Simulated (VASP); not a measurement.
# K (P4/mmm) in VASP: further runs

K is run at these levels: r2SCAN; tasks: single point.

Everything below comes from runs of VASP 6.6.1. Logs are shortened: lines on timing, memory, paths and dates and some standing lists are left out, and cuts for length are marked.

## Step 1: The cell of the first run

Symmetry: P4/mmm, No. 123, tetragonal system. The conventional cell has a = 10.080 Å, b = 10.080 Å, c = 4.325 Å, α = 90.00°, β = 90.00°, γ = 90.00°. K (site symmetry 4/mmm) has 2 K at 4.32 Å within 5.7 Å.

## Step 2: Single point, r2SCAN

File POSCAR:

```
K
1.0
   10.0796060000      0.0000000000      0.0000000000
    0.0000000000     10.0796060000      0.0000000000
    0.0000000000      0.0000000000      4.3245980000
K
1
Direct
    0.0000000000      0.0000000000      0.0000000000
```

File INCAR.step1:

```
PREC = Accurate ; ENCUT = 520
ISMEAR = -1 ; SIGMA = 0.1
LREAL = F ; LASPH = T
NELM = 100 ; NBANDS = 10
GGA = PE ; ALGO = Normal
EDIFF = 1E-4 ; LWAVE = T
LCHARG = F
```

File INCAR.step2:

```
PREC = Accurate ; ENCUT = 520
EDIFF = 1E-6 ; ISMEAR = -1
SIGMA = 0.1 ; LREAL = F
LASPH = T ; NELM = 100
ALGO = Normal ; ISIF = 2
LWAVE = F ; LCHARG = T
METAGGA = R2SCAN ; LMIXTAU = T
LELF = T ; LVHAR = T
NBANDS = 10 ; ISTART = 1
```

File KPOINTS:

```
Automatic mesh
0
Gamma
  3 3 6
```

Potentials or basis: VASP PAW PBE potentials, release 64 (K_sv).

On the command line:

```sh
$ cat potpaw_PBE.64/K_sv/POTCAR > POTCAR
$ cp INCAR.step1 INCAR
$ mpirun -np 1 vasp_std > vasp.out
$ cp INCAR.step2 INCAR
$ mpirun -np 1 vasp_std > vasp.out
```

OUTCAR:

```text
PREC = Accurate
   ENCUT = 520
   EDIFF = 1E-6
   ISMEAR = -1
   LREAL = F
   LASPH = T
   NELM = 100
   ISIF = 2
   METAGGA = R2SCAN
   ISTART = 1

 ion  position               nearest neighbor table
   1  0.000  0.000  0.000-

  LATTYP: Found a simple tetragonal cell.
 ALAT       =    10.0796060000
 C/A-ratio  =     0.4290443496

  Lattice vectors:

 A1 = (  10.0796060000,   0.0000000000,   0.0000000000)
 A2 = (   0.0000000000,  10.0796060000,   0.0000000000)
 A3 = (   0.0000000000,   0.0000000000,   4.3245980000)

Analysis of symmetry for initial positions (statically):
=====================================================================
 Subroutine PRICEL returns:
 Original cell was already a primitive cell.

 Routine SETGRP: Setting up the symmetry group for a
 simple tetragonal supercell.

 Subroutine GETGRP returns: Found 16 space group operations
 (whereof 16 operations were pure point group operations)
 out of a pool of 16 trial point group operations.

The static configuration has the point symmetry D_4h.

Analysis of symmetry for dynamics (positions and initial velocities):
=====================================================================
 Subroutine PRICEL returns:
 Original cell was already a primitive cell.

 Routine SETGRP: Setting up the symmetry group for a
 simple tetragonal supercell.

 Subroutine GETGRP returns: Found 16 space group operations
 (whereof 16 operations were pure point group operations)
 out of a pool of 16 trial point group operations.

The dynamic configuration has the point symmetry D_4h.

 Subroutine INISYM returns: Found 16 space group operations
 (whereof 16 operations are pure point group operations),
 and found     1 'primitive' translations

----------------------------------------------------------------------------------------

                                     Primitive cell

  volume of cell :     439.3725

  direct lattice vectors                    reciprocal lattice vectors
    10.079606000  0.000000000  0.000000000     0.099210227  0.000000000  0.000000000
     0.000000000 10.079606000  0.000000000     0.000000000  0.099210227  0.000000000
     0.000000000  0.000000000  4.324598000     0.000000000  0.000000000  0.231235366

  length of vectors
    10.079606000 10.079606000  4.324598000     0.099210227  0.099210227  0.231235366

  position of ions in fractional coordinates (direct lattice)
     0.000000000  0.000000000  0.000000000

  ion indices of the primitive-cell ions
   primitive index   ion index
                 1           1

----------------------------------------------------------------------------------------

 KPOINTS: Automatic mesh

Automatic generation of k-mesh.
 Grid dimensions read from file:
 generate k-points for:    3    3    6

 Generating k-lattice:

  Cartesian coordinates                     Fractional coordinates (reciprocal lattice)
     0.033070076  0.000000000  0.000000000     0.333333333  0.000000000  0.000000000
     0.000000000  0.033070076  0.000000000     0.000000000  0.333333333  0.000000000
     0.000000000  0.000000000  0.038539228     0.000000000  0.000000000  0.166666667

  Length of vectors
     0.033070076  0.033070076  0.038539228

  Shift w.r.t. Gamma in fractional coordinates (k-lattice)
     0.000000000  0.000000000  0.000000000

 Subroutine IBZKPT returns following result:
 ===========================================

 Found     12 irreducible k-points:

 Following reciprocal coordinates:
            Coordinates               Weight
  0.000000  0.000000  0.000000      1.000000
  0.333333  0.000000  0.000000      4.000000
  0.333333  0.333333  0.000000      4.000000
  0.000000  0.000000  0.166667      2.000000
  0.333333  0.000000  0.166667      8.000000
  0.333333  0.333333  0.166667      8.000000
  0.000000  0.000000  0.333333      2.000000
  0.333333  0.000000  0.333333      8.000000
  0.333333  0.333333  0.333333      8.000000
  0.000000  0.000000  0.500000      1.000000
  0.333333  0.000000  0.500000      4.000000
  0.333333  0.333333  0.500000      4.000000
   k-points           NKPTS =     12   k-points in BZ     NKDIM =     12   number of bands    NBANDS=     10
   number of dos      NEDOS =    301   number of ions     NIONS =      1
   total plane-waves  NPLWV = 204800
   dimension x,y,z NGX =    80 NGY =   80 NGZ =   32
   dimension x,y,z NGXF=   160 NGYF=  160 NGZF=   64
   ions per type =               1
   NGX,Y,Z   is equivalent  to a cutoff of  13.19, 13.19, 12.30 a.u.
   NGXF,Y,Z  is equivalent  to a cutoff of  26.39, 26.39, 24.60 a.u.
 SYSTEM =  unknown system
   PREC   = accura    normal or accurate (medium, high low for compatibility)
   ISTART =      1    job   : 0-new  1-cont  2-samecut
   ICHARG =      0    charge: 1-file 2-atom 10-const
   ISPIN  =      1    spin polarized calculation?
   LNONCOLLINEAR =      F non collinear calculations
   LSORBIT =      F    spin-orbit coupling
   LASPH  =      T    aspherical Exc in radial PAW
   ENCUT  =  520.0 eV  38.22 Ry    6.18 a.u.  18.74 18.74  8.04*2*pi/ulx,y,z
   NELM   =    100;   NELMIN=  2; NELMDL=  0     # of ELM steps
   EDIFF  = 0.1E-05   stopping-criterion for ELM
   LREAL  =      F    real-space projection
   EDIFFG = 0.1E-04   stopping-criterion for IOM
   NSW    =      0    number of steps for IOM
   IBRION =     -1    ionic relax: 0-MD 1-quasi-New 2-CG
   NFREE  =      0    steps in history (QN), initial steepest desc. (CG)
   ISIF   =      2    stress and relaxation
   ISYM   =      2    0-nonsym 1-usesym 2-fastsym
   POTIM  = 0.5000    time-step for ionic-motion
   TEBEG  =    0.0;   TEEND  =   0.0 temperature during run
   PSTRESS=    0.0 pullay stress
   NELECT =       9.0000    total number of electrons
   NUPDOWN=      -1.0000    fix difference up-down
   EMIN   =  10.00;   EMAX   =-10.00  energy-range for DOS
   EFERMI =   0.00;   METHOD = LEGACY
   ISMEAR =    -1;   SIGMA  =   0.10  broadening in eV -4-tet -1-fermi 0-gaus
   EFERMI_NEDOS =   21; number of points for ismear=-14 and -15
   IALGO  =     38    algorithm
   IMIX   =      4    mixing-type and parameters
     AMIX     =   0.40;   BMIX     =  1.00
     AMIX_MAG =   1.60;   BMIX_MAG =  1.00
  volume/ion in A,a.u.               =     439.37      2965.03
  Fermi-wavevector in a.u.,A,eV,Ry     =   0.447931  0.846467  2.729906  0.200642
  Thomas-Fermi vector in A             =   1.427117
   LORBIT       =      0    0 simple, 1 ext, 2 COOP (PROOUT), +10 PAW based schemes
   METAGGA = R2SCAN    functional components
   LHFCALC =     F    Hartree Fock is set to
   AEXX    =    0.0000 exact exchange contribution
   IVDW    =     0    specifies the selected vdW correction
   LEPSILON=     F    determine dielectric tensor
   LRPA    =     F    only Hartree local field effects (RPA)
 non-spin polarized calculation
  energy-cutoff  :      520.00
  volume of cell :      439.37
 maximum number of plane-waves:     11872
 NGX is ok and might be reduce to    80
   NGX = 37   NGY = 37   NGZ = 17

 number of electron       9.0000000 magnetization

 Free energy of the ion-electron system (eV)
  ---------------------------------------------------
  ext. energy  EPLUGINS =         0.00000000
  ---------------------------------------------------
  free energy    TOTEN  =        -5.47706446 eV

  energy without entropy =       -5.46523849  energy(sigma->0) =       -5.47115147

 E-fermi :  -1.8868     XC(G=0):  -1.9857

 val. band max:       -2.2739482874   @ k =   0.3333   0.3333   0.1667
 cond. band min:      -1.5263261261   @ k =   0.0000   0.0000   0.3333
 fundamental gap:      0.7476221613
 Fermi energy:        -1.8868172759

 k-point     1 :       0.0000    0.0000    0.0000
  band No.  band energies     occupation
      1     -36.1224      2.00000
      2     -18.8346      2.00000
      3     -18.8346      2.00000
      4     -18.7481      2.00000
      5      -2.6220      1.99872
      6      -0.5492      0.00000
      7      -0.5492      0.00000
      8       0.2017      0.00000
      9       0.4073      0.00000
     10       1.0288      0.00000

 k-point     2 :       0.3333    0.0000    0.0000
  band No.  band energies     occupation
      1     -36.1224      2.00000
      2     -18.8346      2.00000
      3     -18.8346      2.00000
      4     -18.7481      2.00000
      5      -2.5914      1.99826
      6      -0.8584      0.00007
      7      -0.5133      0.00000
      8       0.3665      0.00000
      9       0.8093      0.00000
     10       0.9057      0.00000

 k-point     3 :       0.3333    0.3333    0.0000
  band No.  band energies     occupation
      1     -36.1224      2.00000
      2     -18.8346      2.00000
      3     -18.8346      2.00000
      4     -18.7481      2.00000
      5      -2.5618      1.99766
      6      -0.8155      0.00004
      7      -0.8000      0.00004
      8       0.4281      0.00000
      9       0.9014      0.00000
     10       0.9987      0.00000

 k-point     4 :       0.0000    0.0000    0.1667
  band No.  band energies     occupation
      1     -36.1213      2.00000
      2     -18.8325      2.00000
      3     -18.8325      2.00000
      4     -18.7689      2.00000
      5      -2.3367      1.97800
      6      -0.3539      0.00000
      7      -0.3539      0.00000
      8       0.4575      0.00000
      9       0.6447      0.00000
     10       1.2587      0.00000
[... 66 lines left out ...]
 k-point    10 :       0.0000    0.0000    0.5000
  band No.  band energies     occupation
      1     -36.1182      2.00000
      2     -18.8305      2.00000
      3     -18.8262      2.00000
      4     -18.8262      2.00000
      5      -0.5342      0.00000
      6       0.0268      0.00000
      7       0.6441      0.00000
      8       0.6441      0.00000
      9       1.8295      0.00000
     10       1.8295      0.00000

 k-point    11 :       0.3333    0.0000    0.5000
  band No.  band energies     occupation
      1     -36.1182      2.00000
      2     -18.8305      2.00000
      3     -18.8262      2.00000
      4     -18.8262      2.00000
      5      -0.5103      0.00000
      6       0.0818      0.00000
      7       0.5525      0.00000
      8       0.6527      0.00000
      9       1.4614      0.00000
     10       1.8720      0.00000

 k-point    12 :       0.3333    0.3333    0.5000
  band No.  band energies     occupation
      1     -36.1182      2.00000
      2     -18.8305      2.00000
      3     -18.8262      2.00000
      4     -18.8262      2.00000
      5      -0.4873      0.00000
      6       0.1363      0.00000
      7       0.5651      0.00000
      8       0.5673      0.00000
      9       1.5205      0.00000
     10       1.5241      0.00000

------------------------ aborting loop because EDIFF is reached ----------------------------------------

  FORCE on cell =-STRESS in cart. coord.  units (eV):
  Direction    XX          YY          ZZ          XY          YZ          ZX
  --------------------------------------------------------------------------------------
  -------------------------------------------------------------------------------------
  Total       -0.0282108     -0.0282108     -0.0422799      0.0000000      0.0000000     -0.0000000
  in kB       -0.1028710     -0.1028710     -0.1541743      0.0000000      0.0000000     -0.0000000
  external PRESSURE =      -0.1199721 kB  Pullay stress =       0.0000000 kB

 VOLUME and BASIS-vectors are now :
 -----------------------------------------------------------------------------
  energy-cutoff  :      520.00
  volume of cell :      439.37
      direct lattice vectors                 reciprocal lattice vectors
    10.079606000  0.000000000  0.000000000     0.099210227  0.000000000  0.000000000
     0.000000000 10.079606000  0.000000000     0.000000000  0.099210227  0.000000000
     0.000000000  0.000000000  4.324598000     0.000000000  0.000000000  0.231235366

 POSITION                                       TOTAL-FORCE (eV/Angst)
 -----------------------------------------------------------------------------------
      0.00000      0.00000      0.00000         0.000000      0.000000      0.000000
 -----------------------------------------------------------------------------------
    total drift:                               -0.000000      0.000000      0.000000

  FREE ENERGIE OF THE ION-ELECTRON SYSTEM (eV)
  ---------------------------------------------------
  free  energy   TOTEN  =        -5.4770644553 eV

  energy  without entropy=       -5.4652384857  energy(sigma->0) =       -5.47115147
```

Run time: 2.1 min. Hardware: 1 thread of Intel Xeon 6975P-C (Granite Rapids), shared host; peak memory 0.52 GiB.

What came out:

| Quantity | Value |
| --- | --- |
| Free energy | -5.4771 eV |
| Pressure | 0.0 GPa |

Caveat: the PAW data sets were made with another functional, which shifts forces and pressure a little.

## Step 3: Single point, r2SCAN

POSCAR is that of step 2.

File INCAR.step1:

```
SYSTEM = K
PREC = Accurate ; ENCUT = 520
ISMEAR = -1 ; SIGMA = 0.1
LREAL = .False. ; LASPH = .True.
NELM = 60 ; NBANDS = 10
GGA = PE ; ALGO = Normal
EDIFF = 1E-4 ; LWAVE = .True.
LCHARG = .False.
```

File INCAR.step2:

```
SYSTEM = K
PREC = Accurate ; ENCUT = 520
EDIFF = 1E-6 ; ISMEAR = -1
SIGMA = 0.1 ; LREAL = .False.
LASPH = .True. ; NELM = 60
ALGO = Normal ; ISIF = 2
LWAVE = .False. ; LCHARG = .False.
METAGGA = R2SCAN ; LMIXTAU = .True.
NBANDS = 10 ; ISTART = 1
```

File KPOINTS:

```
Automatic mesh
0
Gamma
  3 3 6
  0 0 0
```

Potentials or basis: VASP PAW PBE potentials, release 64 (K_sv).

On the command line:

```sh
$ cat potpaw_PBE.64/K_sv/POTCAR > POTCAR
$ cp INCAR.step1 INCAR
$ mpirun -np 1 vasp_std > vasp.out
$ cp INCAR.step2 INCAR
$ mpirun -np 1 vasp_std > vasp.out
```

Run time: 2.3 min. Hardware: 1 thread of Intel Xeon 6975P-C (Granite Rapids), shared host; peak memory 0.51 GiB.

Results (log left out):

```
Free energy : -5.4771 eV
Pressure    : 0.0 GPa
```

Levels at points of the mesh, in eV from the Fermi level:
```
           k point  band 1  band 2  band 3  band 4  band 5  band 6  band 7  band 8  band 9
(0.00, 0.00, 0.00)  -34.24  -16.95  -16.95  -16.86   -0.74    1.34    1.34    2.09    2.29
(0.00, 0.00, 0.50)  -34.23  -16.94  -16.94  -16.94    1.35    1.91    2.53    2.53    3.72
```

Caveat: the PAW data sets were made with another functional, which shifts forces and pressure a little.
